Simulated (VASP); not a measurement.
# Mg (Fm-3m) in VASP: notebook

Mg is run at these levels: PBEsol; tasks: single point, relaxation of cell and atoms.

Everything below comes from runs of VASP 6.6.1. Logs are shortened: lines on timing, memory, paths and dates and some standing lists are left out, and cuts for length are marked.

## (1) The cell of the first run

Symmetry: Fm-3m, No. 225, cubic system. The conventional cell has a = 4.530 Å, b = 4.530 Å, c = 4.530 Å, α = 90.00°, β = 90.00°, γ = 90.00°. Within 4.2 Å of Mg (site symmetry m-3m) lie 12 Mg at 3.20 Å.

This isn't the form of Mg at room conditions, which is hcp.

## (2) Single point, PBEsol

INCAR reads:

```
SYSTEM = Mg
  ALGO = Normal
  EDIFF = 1E-6
  ENCUT = 520
  GGA = PS
  ISIF = 2
  ISMEAR = -1
  LASPH = .True.
  LCHARG = .False.
  LREAL = .False.
  LWAVE = .False.
  NBANDS = 7
  NELM = 80
  PREC = Accurate
  SIGMA = 0.05
```

KPOINTS reads:

```
k-points
0
Gamma
  15 15 15
  0 0 0
```

POSCAR reads:

```
Mg
1.0
    0.0000000000      2.2649685314      2.2649685314
    2.2649685314      0.0000000000      2.2649685314
    2.2649685314      2.2649685314      0.0000000000
Mg
1
Direct
    0.0000000000      0.0000000000      0.0000000000
```

Potentials or basis: VASP PAW PBE potentials, release 64 (Mg).

On the command line:

```console
$ cat potpaw_PBE.64/Mg/POTCAR > POTCAR
$ mpirun -np 1 vasp_std > vasp.out
```

OUTCAR:

```text
SYSTEM = Mg
   EDIFF = 1E-6
   ENCUT = 520
   GGA = PS
   ISIF = 2
   ISMEAR = -1
   LASPH = .True.
   LREAL = .False.
   NELM = 80
   PREC = Accurate

 ion  position               nearest neighbor table
   1  0.000  0.000  0.000-

  LATTYP: Found a face centered cubic cell.
 ALAT       =     4.5299370628

  Lattice vectors:

 A1 = (   0.0000000000,   2.2649685314,   2.2649685314)
 A2 = (   2.2649685314,   0.0000000000,   2.2649685314)
 A3 = (   2.2649685314,   2.2649685314,   0.0000000000)

Analysis of symmetry for initial positions (statically):
=====================================================================
 Subroutine PRICEL returns:
 Original cell was already a primitive cell.

 Routine SETGRP: Setting up the symmetry group for a
 face centered cubic supercell.

 Subroutine GETGRP returns: Found 48 space group operations
 (whereof 48 operations were pure point group operations)
 out of a pool of 48 trial point group operations.

The static configuration has the point symmetry O_h .

Analysis of symmetry for dynamics (positions and initial velocities):
=====================================================================
 Subroutine PRICEL returns:
 Original cell was already a primitive cell.

 Routine SETGRP: Setting up the symmetry group for a
 face centered cubic supercell.

 Subroutine GETGRP returns: Found 48 space group operations
 (whereof 48 operations were pure point group operations)
 out of a pool of 48 trial point group operations.

The dynamic configuration has the point symmetry O_h .

 Subroutine INISYM returns: Found 48 space group operations
 (whereof 48 operations are pure point group operations),
 and found     1 'primitive' translations

----------------------------------------------------------------------------------------

                                     Primitive cell

  volume of cell :      23.2390

  direct lattice vectors                    reciprocal lattice vectors
     0.000000000  2.264968531  2.264968531    -0.220753619  0.220753619  0.220753619
     2.264968531  0.000000000  2.264968531     0.220753619 -0.220753619  0.220753619
     2.264968531  2.264968531  0.000000000     0.220753619  0.220753619 -0.220753619

  length of vectors
     3.203149215  3.203149215  3.203149215     0.382356484  0.382356484  0.382356484

  position of ions in fractional coordinates (direct lattice)
     0.000000000  0.000000000  0.000000000

  ion indices of the primitive-cell ions
   primitive index   ion index
                 1           1

----------------------------------------------------------------------------------------

 KPOINTS: k-points

Automatic generation of k-mesh.
 Grid dimensions read from file:
 generate k-points for:   15   15   15

 Generating k-lattice:

  Cartesian coordinates                     Fractional coordinates (reciprocal lattice)
    -0.014716908  0.014716908  0.014716908     0.066666667  0.000000000  0.000000000
     0.014716908 -0.014716908  0.014716908     0.000000000  0.066666667  0.000000000
     0.014716908  0.014716908 -0.014716908     0.000000000  0.000000000  0.066666667

  Length of vectors
     0.025490432  0.025490432  0.025490432

  Shift w.r.t. Gamma in fractional coordinates (k-lattice)
     0.000000000  0.000000000  0.000000000

 Subroutine IBZKPT returns following result:
 ===========================================

 Found    120 irreducible k-points:

 Following reciprocal coordinates:
            Coordinates               Weight
  0.000000  0.000000  0.000000      1.000000
  0.066667  0.000000  0.000000      8.000000
  0.133333  0.000000  0.000000      8.000000
  0.200000  0.000000  0.000000      8.000000
  0.266667  0.000000  0.000000      8.000000
  0.333333  0.000000  0.000000      8.000000
[... 16 lines left out ...]
  0.133333  0.133333  0.000000      6.000000
  0.200000  0.133333  0.000000     24.000000
 [... further k-points ...]
   k-points           NKPTS =    120   k-points in BZ     NKDIM =    120   number of bands    NBANDS=      7
   number of dos      NEDOS =    301   number of ions     NIONS =      1
   total plane-waves  NPLWV =  13824
   dimension x,y,z NGX =    24 NGY =   24 NGZ =   24
   dimension x,y,z NGXF=    48 NGYF=   48 NGZF=   48
   ions per type =               1
   NGX,Y,Z   is equivalent  to a cutoff of  12.46, 12.46, 12.46 a.u.
   NGXF,Y,Z  is equivalent  to a cutoff of  24.91, 24.91, 24.91 a.u.
 SYSTEM =  Mg
   PREC   = accura    normal or accurate (medium, high low for compatibility)
   ISTART =      0    job   : 0-new  1-cont  2-samecut
   ICHARG =      2    charge: 1-file 2-atom 10-const
   ISPIN  =      1    spin polarized calculation?
   LNONCOLLINEAR =      F non collinear calculations
   LSORBIT =      F    spin-orbit coupling
   LASPH  =      T    aspherical Exc in radial PAW
   ENCUT  =  520.0 eV  38.22 Ry    6.18 a.u.   5.96  5.96  5.96*2*pi/ulx,y,z
   NELM   =     80;   NELMIN=  2; NELMDL= -5     # of ELM steps
   EDIFF  = 0.1E-05   stopping-criterion for ELM
   LREAL  =      F    real-space projection
   EDIFFG = 0.1E-04   stopping-criterion for IOM
   NSW    =      0    number of steps for IOM
   IBRION =     -1    ionic relax: 0-MD 1-quasi-New 2-CG
   NFREE  =      0    steps in history (QN), initial steepest desc. (CG)
   ISIF   =      2    stress and relaxation
   ISYM   =      2    0-nonsym 1-usesym 2-fastsym
   POTIM  = 0.5000    time-step for ionic-motion
   TEBEG  =    0.0;   TEEND  =   0.0 temperature during run
   PSTRESS=    0.0 pullay stress
   NELECT =       2.0000    total number of electrons
   NUPDOWN=      -1.0000    fix difference up-down
   EMIN   =  10.00;   EMAX   =-10.00  energy-range for DOS
   EFERMI =   0.00;   METHOD = LEGACY
   ISMEAR =    -1;   SIGMA  =   0.05  broadening in eV -4-tet -1-fermi 0-gaus
   EFERMI_NEDOS =   21; number of points for ismear=-14 and -15
   IALGO  =     38    algorithm
   IMIX   =      4    mixing-type and parameters
     AMIX     =   0.40;   BMIX     =  1.00
     AMIX_MAG =   1.60;   BMIX_MAG =  1.00
  volume/ion in A,a.u.               =      23.24       156.82
  Fermi-wavevector in a.u.,A,eV,Ry     =   0.722791  1.365877  7.108046  0.522427
  Thomas-Fermi vector in A             =   1.812843
   LORBIT       =      0    0 simple, 1 ext, 2 COOP (PROOUT), +10 PAW based schemes
   GGA     = PS    functional components
   LHFCALC =     F    Hartree Fock is set to
   AEXX    =    0.0000 exact exchange contribution
   IVDW    =     0    specifies the selected vdW correction
   LEPSILON=     F    determine dielectric tensor
   LRPA    =     F    only Hartree local field effects (RPA)
 non-spin polarized calculation
  energy-cutoff  :      520.00
  volume of cell :       23.24
 maximum number of plane-waves:       638
   NGX = 11   NGY = 11   NGZ = 11

 number of electron       2.0000000 magnetization

 Free energy of the ion-electron system (eV)
  ---------------------------------------------------
  ext. energy  EPLUGINS =         0.00000000
  ---------------------------------------------------
  free energy    TOTEN  =        -1.70980427 eV

  energy without entropy =       -1.70561765  energy(sigma->0) =       -1.70771096

 E-fermi :   2.4878     XC(G=0):  -8.4962

 val. band max:        2.4145095717   @ k =  -0.4000   0.2667   0.0667
 cond. band min:       2.5026608468   @ k =  -0.3333   0.4000   0.2000
 fundamental gap:      0.0881512751
 Fermi energy:         2.4877890687

 k-point     1 :       0.0000    0.0000    0.0000
  band No.  band energies     occupation
      1      -4.3485      2.00000
      2      14.7872      0.00000
      3      14.7872      0.00000
      4      14.7872      0.00000
      5      16.6573      0.00000
      6      16.6573      0.00000
      7      16.6573      0.00000

 k-point     2 :       0.0667    0.0000    0.0000
  band No.  band energies     occupation
      1      -4.2505      2.00000
      2      13.2647      0.00000
      3      14.5524      0.00000
      4      14.5524      0.00000
      5      16.7092      0.00000
      6      17.0576      0.00000
      7      17.0576      0.00000

 k-point     3 :       0.1333    0.0000    0.0000
  band No.  band energies     occupation
      1      -3.9571      2.00000
      2      11.0881      0.00000
      3      14.1413      0.00000
      4      14.1413      0.00000
      5      16.4268      0.00000
      6      17.9589      0.00000
      7      17.9589      0.00000

 k-point     4 :       0.2000    0.0000    0.0000
  band No.  band energies     occupation
      1      -3.4700      2.00000
      2       8.9525      0.00000
      3      13.7934      0.00000
      4      13.7934      0.00000
      5      16.1212      0.00000
      6      17.6341      0.00000
      7      17.6341      0.00000

 k-point     5 :       0.2667    0.0000    0.0000
  band No.  band energies     occupation
      1      -2.7921      2.00000
      2       6.9331      0.00000
      3      13.5711      0.00000
      4      13.5711      0.00000
      5      15.9018      0.00000
      6      16.5924      0.00000
      7      16.5924      0.00000

 k-point     6 :       0.3333    0.0000    0.0000
  band No.  band energies     occupation
      1      -1.9275      2.00000
      2       5.0548      0.00000
      3      13.4891      0.00000
      4      13.4891      0.00000
      5      15.7073      0.00000
      6      15.7073      0.00000
      7      15.8125      0.00000

 k-point     7 :       0.4000    0.0000    0.0000
  band No.  band energies     occupation
      1      -0.8822      2.00000
      2       3.3312      0.00000
      3      13.5415      0.00000
      4      13.5415      0.00000
      5      15.0046      0.00000
      6      15.0046      0.00000
      7      15.8513      0.00000

 k-point     8 :       0.4667    0.0000    0.0000
  band No.  band energies     occupation
      1       0.3263      2.00000
      2       1.7831      2.00000
      3      13.6739      0.00000
      4      13.6739      0.00000
      5      14.5460      0.00000
      6      14.5460      0.00000
      7      15.9488      0.00000

 k-point     9 :       0.0667    0.0667    0.0000
  band No.  band energies     occupation
      1      -4.2179      2.00000
      2      13.8143      0.00000
      3      13.9063      0.00000
      4      13.9063      0.00000
      5      16.2402      0.00000
      6      17.7548      0.00000
      7      17.7548      0.00000

 k-point    10 :       0.1333    0.0667    0.0000
  band No.  band energies     occupation
      1      -3.9896      2.00000
      2      11.8368      0.00000
      3      13.3361      0.00000
      4      14.0277      0.00000
      5      16.3502      0.00000
      6      17.6202      0.00000
      7      17.7764      0.00000

 k-point    11 :       0.2000    0.0667    0.0000
  band No.  band energies     occupation
      1      -3.5672      2.00000
      2       9.7087      0.00000
      3      12.8999      0.00000
      4      13.8070      0.00000
      5      16.3614      0.00000
      6      17.3001      0.00000
      7      17.4642      0.00000
[... 51 lines left out ...]
 k-point    17 :      -0.4000    0.0667    0.0000
  band No.  band energies     occupation
      1      -0.4119      2.00000
      2       2.8738      0.00089
      3      11.8836      0.00000
      4      13.5549      0.00000
      5      14.8402      0.00000
      6      14.9930      0.00000
      7      16.8426      0.00000

 k-point    18 :      -0.3333    0.0667    0.0000
  band No.  band energies     occupation
      1      -1.5142      2.00000
      2       4.5395      0.00000
      3      11.7582      0.00000
      4      14.1715      0.00000
      5      14.9123      0.00000
      6      15.5135      0.00000
      7      16.7296      0.00000

 k-point    19 :      -0.2667    0.0667    0.0000
  band No.  band energies     occupation
      1      -2.4389      2.00000
      2       6.3617      0.00000
      3      11.7965      0.00000
      4      14.6198      0.00000
      5      15.3158      0.00000
      6      16.2632      0.00000
      7      16.8395      0.00000

 k-point    20 :      -0.2000    0.0667    0.0000
  band No.  band energies     occupation
      1      -3.1788      2.00000
      2       8.3226      0.00000
      3      12.0028      0.00000
      4      14.8307      0.00000
      5      16.2502      0.00000
      6      16.7199      0.00000
      7      17.5106      0.00000

 k-point    21 :      -0.1333    0.0667    0.0000
  band No.  band energies     occupation
      1      -3.7294      2.00000
      2      10.3819      0.00000
      3      12.3908      0.00000
      4      15.0398      0.00000
      5      16.9900      0.00000
      6      17.3991      0.00000
      7      17.4613      0.00000

 k-point    22 :      -0.0667    0.0667    0.0000
  band No.  band energies     occupation
      1      -4.0874      2.00000
      2      12.2963      0.00000
      3      13.1272      0.00000
      4      15.0411      0.00000
      5      16.8480      0.00000
      6      17.0674      0.00000
      7      17.7227      0.00000

 k-point    23 :       0.1333    0.1333    0.0000
  band No.  band energies     occupation
      1      -3.8269      2.00000
      2      12.4078      0.00000
      3      12.6736      0.00000
      4      12.6736      0.00000
      5      15.1660      0.00000
      6      16.3920      0.00000
      7      19.6177      0.00000

 k-point    24 :       0.2000    0.1333    0.0000
  band No.  band energies     occupation
      1      -3.4699      2.00000
      2      10.5541      0.00000
      3      12.1665      0.00000
      4      12.8470      0.00000
      5      14.6111      0.00000
      6      15.7081      0.00000
      7      19.7611      0.00000

 [... further k-points ...]

------------------------ aborting loop because EDIFF is reached ----------------------------------------

  FORCE on cell =-STRESS in cart. coord.  units (eV):
  Direction    XX          YY          ZZ          XY          YZ          ZX
  --------------------------------------------------------------------------------------
  -------------------------------------------------------------------------------------
  Total       -0.1322524     -0.1322524     -0.1322524      0.0000000     -0.0000000     -0.0000000
  in kB       -9.1179598     -9.1179598     -9.1179598      0.0000000     -0.0000000     -0.0000000
  external PRESSURE =      -9.1179598 kB  Pullay stress =       0.0000000 kB

 VOLUME and BASIS-vectors are now :
 -----------------------------------------------------------------------------
  energy-cutoff  :      520.00
  volume of cell :       23.24
      direct lattice vectors                 reciprocal lattice vectors
     0.000000000  2.264968531  2.264968531    -0.220753619  0.220753619  0.220753619
     2.264968531  0.000000000  2.264968531     0.220753619 -0.220753619  0.220753619
     2.264968531  2.264968531  0.000000000     0.220753619  0.220753619 -0.220753619

 POSITION                                       TOTAL-FORCE (eV/Angst)
 -----------------------------------------------------------------------------------
      0.00000      0.00000      0.00000        -0.000000      0.000000      0.000000
 -----------------------------------------------------------------------------------
    total drift:                                0.000000     -0.000000     -0.000000

  FREE ENERGIE OF THE ION-ELECTRON SYSTEM (eV)
  ---------------------------------------------------
  free  energy   TOTEN  =        -1.7098042662 eV

  energy  without entropy=       -1.7056176497  energy(sigma->0) =       -1.70771096
```

It took 7 s on 1 thread of Intel Xeon Platinum 8259CL at 2.50GHz (Skylake/Cascade Lake), shared host; peak memory 0.14 GiB.

Results:

| Quantity | Value |
| --- | --- |
| Free energy | -1.7098 eV |
| Pressure | -0.9 GPa |
| Band gap on the k mesh | zero (bands 1 and 2 overlap by 2.22 eV) |

Caveat: the PAW data sets were made with another functional, which shifts forces and pressure a little.

(Part 1 of 2 ends here.)

The gap in the log of VASP goes by the Fermi energy; the results here count the filled bands.